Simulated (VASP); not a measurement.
TiC: single point with r2SCAN

Crystal: TiC.

```
Ti C
1.0
     0.00000    2.14485    2.14485
     2.14485    0.00000    2.14485
     2.14485    2.14485    0.00000
Ti C
1 1
Cartesian
  0.0000 0.0000 0.0000
  2.1448 2.1448 2.1448
```

This cell differs from its parent crystal: strained.

```
Program             : VASP 6.6.1
Task                : single point
Functional          : r2SCAN
Potentials or basis : VASP PAW PBE potentials, release 64 (Ti_sv, C_h)
Cutoff              : 1430 eV
k mesh              : 16 × 16 × 16
Occupations         : gaussian, width 0.1 eV
Spin                : no spin polarisation
```

The pressure is 8.3 GPa and the band gap on the k mesh is zero (bands 8 and 9 overlap by 1.34 eV).

Levels at points of the mesh, in eV from the Fermi level:
```csv
k point,band 6,band 7,band 8,band 9,band 10,band 11
"(0.00, 0.00, 0.00)",0.88,0.88,0.88,1.71,1.71,1.71
"(0.50, 0.00, 0.00)",-6.22,-3.22,-3.22,3.27,3.27,4.56
"(0.50, 0.50, 0.00)",-3.70,-1.60,-0.11,-0.11,2.85,3.93
```

Wall time 6.2 min on 1 thread of Intel(R) Xeon(R) 6975P-C (Granite Rapids), on a shared host, peak memory 0.42 GiB.

Caveat: the cell differs from its parent crystal (strained); the cell stands under pressure; the PAW data sets were made with another functional, which shifts forces and pressure a little.
